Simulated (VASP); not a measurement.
Ir, 1 atom in the cell. It takes space group Pm-3m (No. 221, cubic). The conventional cell has a = 2.523 Å, b = 2.523 Å, c = 2.523 Å, α = 90.00°, β = 90.00°, γ = 90.00°. Within 3.3 Å of Ir (site symmetry m-3m) lie 6 Ir at 2.52 Å. 

```yaml
Program: VASP 6.6.1
Task: single point
Functional: LDA
Potentials_or_basis: VASP PAW LDA potentials, release 64 (Ir)
Cutoff: 520 eV
k_mesh: 13 × 13 × 13
Occupations: fermi-dirac, width 0.136057 eV
Spin: no spin polarisation
Dipole_correction: no
Further_INCAR_settings: ALGO = Normal; EDIFF = 1e-07; NBANDS = 10
```

Potentials or basis: VASP PAW LDA potentials, release 64 (Ir).

The run is started by

```console
$ cat potpaw_LDA.64/Ir/POTCAR > POTCAR
$ mpirun -np 1 vasp_std > vasp.out
```

Hardware: 1 thread of Intel Xeon 6975P-C, on a shared host.

Problem. Estimate the wall time of this run.

Solution. Wall time 8 s on 1 thread of Intel Xeon 6975P-C (shared host), peak memory 0.13 GiB. Counts: scf iterations 12, k points 84.
